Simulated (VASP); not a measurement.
**Ni: electric field gradients with PBE**

Ni:

```xyz
1
Lattice="0.0000 1.7797 1.7797 1.7797 0.0000 1.7797 1.7797 1.7797 0.0000" Properties=species:S:1:pos:R:3 pbc="T T T"
Ni    0.0000    0.0000    0.0000
```

This cell differs from its parent crystal: volume scaled by 1.02.

- Program: VASP 6.6.1
- Task: electric field gradients
- Functional: PBE
- Potentials or basis: VASP PAW PBE potentials, release 64 (Ni)
- Cutoff: 520 eV
- k mesh: 20 × 20 × 20
- Occupations: fermi-dirac, width 0.05 eV
- Spin: collinear spin, ferromagnetic start
- Starting moments: [1.5] μB
- Dipole correction: no
- Further INCAR settings: ALGO = Normal; EDIFF = 1e-08; NBANDS = 15

```
Pressure                                              : -6.2 GPa
Net moment                                            : 0.63 μB per cell
Site moments                                          : Ni +0.65 μB
Valence electrons inside the program's atomic spheres : Ni 9.25
```

Levels at points of the mesh, in eV from the Fermi level:
Spin up:
| k point | band 1 | band 2 | band 3 | band 4 | band 5 | band 6 | band 7 | band 8 | band 9 | band 10 |
| --- | --- | --- | --- | --- | --- | --- | --- | --- | --- | --- |
| (0.00, 0.00, 0.00) | -8.77 | -2.35 | -2.35 | -2.35 | -1.23 | -1.23 | 23.42 | 27.01 | 27.01 | 27.01 |
| (0.50, 0.00, 0.00) | -4.65 | -2.33 | -2.33 | -0.62 | -0.62 | -0.23 | 5.41 | 21.93 | 24.06 | 24.06 |
| (0.50, 0.50, 0.00) | -4.44 | -4.02 | -0.56 | -0.50 | -0.50 | 2.43 | 8.91 | 14.50 | 14.50 | 19.29 |
Spin down:
```
           k point  band 3  band 4  band 5  band 6  band 7  band 8
(0.00, 0.00, 0.00)   -1.59   -1.59   -0.64   -0.64   23.25   26.99
(0.50, 0.00, 0.00)   -1.70   -0.29    0.15    0.15    5.84   21.78
(0.50, 0.50, 0.00)    0.06    0.37    0.37    2.38    9.15   14.50
```

Wall time 45 s on 1 thread of Intel(R) Xeon(R) 6975P-C (Granite Rapids), with other jobs on the host, peak memory 0.18 GiB.

Caveat: without QUAD_EFG the Cq values of the log hold for a quadrupole moment of 1 mb, not for the nuclei.
